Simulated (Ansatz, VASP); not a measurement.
**Two plane-wave programs on Ge**

Contents of INCAR:

```
PREC = Accurate ; ENCUT = 520
EDIFF = 1E-6 ; ISMEAR = 0
SIGMA = 0.1 ; LREAL = False
LASPH = True ; NELM = 60
ALGO = Normal ; ISIF = 2
LWAVE = False ; LCHARG = True
GGA = PS ; LELF = True
LVHAR = True ; NBANDS = 13
```

File KPOINTS:

```
Automatic mesh
0
Gamma
  16 16 16
```

Contents of POSCAR:

```
Ge
1.0
    0.0000000000      2.1633737410      2.1633737410
    2.1633737410      0.0000000000      2.1633737410
    2.1633737410      2.1633737410      0.0000000000
Ge
1
Direct
    0.0000000000      0.0000000000      0.0000000000
```

Input for Ansatz:

```yaml
crystal:
  lattice:
    - [0.0, 2.163373741, 2.163373741]
    - [2.163373741, 0.0, 2.163373741]
    - [2.163373741, 2.163373741, 0.0]
  atoms:
    - { symbol: Ge, position: [0.0, 0.0, 0.0] }
basis:
  ecutwfc: 420
kpoints:
  mp_grid: { grid: [16, 16, 16] }
hamiltonian:
  xc: pbesol
scf:
  occupations: { method: gaussian, width: 0.1 }
output:
  forces: true
  stress: true
  eigenvalues: true
```

Alike in both runs: task single point; functional PBEsol; k mesh 16 × 16 × 16; occupations gaussian, width 0.1 eV; no spin polarisation.

```csv
,VASP,Ansatz
version,VASP 6.6.1,Ansatz 0.2.0
potentials or method,"VASP PAW PBE potentials, release 64 (Ge_d), cutoff 520 eV","scalar-relativistic, plane waves, PAW"
valence electrons in the cell,14,14
```

Ansatz gave:

```
gap on the k mesh at the Fermi level (eV) : none
pressure (GPa)                            : -5.3
```

Problem. What did VASP give for the same quantities?

Solution. gap on the k mesh at the Fermi level (eV): none; pressure (GPa): -5.4.

VASP's potentials were made for PBE, not for PBEsol. A gap of «none» marks a metal or a gap that the smearing closes.
